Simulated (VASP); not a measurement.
Write the native input for VASP 6.6.1 that does the following.

```
Task                   : single point
Functional             : PBE
Potentials or basis    : VASP PAW PBE potentials, release 64 (Ag, Os)
Cutoff                 : 520 eV
k mesh                 : 4 × 4 × 4
Occupations            : gaussian, width 0.1 eV
Spin                   : no spin polarisation
Dipole correction      : no
Further INCAR settings : ALGO = Fast; EDIFF = 1e-06; NBANDS = 30
```

The structure of AgOs4 lies in POSCAR:

```
AgOs4
1.0
   -2.6750253000      2.6750253000      2.6750253000
    2.6750253000     -2.6750253000      2.6750253000
    2.6750253000      2.6750253000     -2.6750253000
Ag Os
1 4
Direct
    0.0000000000      0.0000000000      0.0000000000
    0.0000000000      0.0000000000      0.5000000000
    0.5000000000      0.0000000000      0.0000000000
    0.5000000000      0.5000000000      0.5000000000
    0.0000000000      0.5000000000      0.0000000000
```

These files were run (other wordings do the same):

INCAR

```
SYSTEM = AgOs4
ALGO = Fast
EDIFF = 1E-6
ENCUT = 520
GGA = PE
ISIF = 2
ISMEAR = 0
LASPH = .True.
LCHARG = .False.
LREAL = .False.
LWAVE = .False.
NBANDS = 30
NELM = 60
PREC = Accurate
SIGMA = 0.1
```

KPOINTS

```
k-points
0
Gamma
  4 4 4
  0 0 0
```

Potentials or basis: VASP PAW PBE potentials, release 64 (Ag, Os).

Launch:

```console
$ cat potpaw_PBE.64/Ag/POTCAR potpaw_PBE.64/Os/POTCAR > POTCAR
$ mpirun -np 1 vasp_std > vasp.out
```

It gave:

```
Pressure : 59.9 GPa
```

Caveat: the k points lie up to 0.42 Å⁻¹ apart.

Run time: 21 s on 1 thread of Intel(R) Xeon(R) Platinum 8488C (Sapphire Rapids) (shared host), peak memory 0.2 GiB.
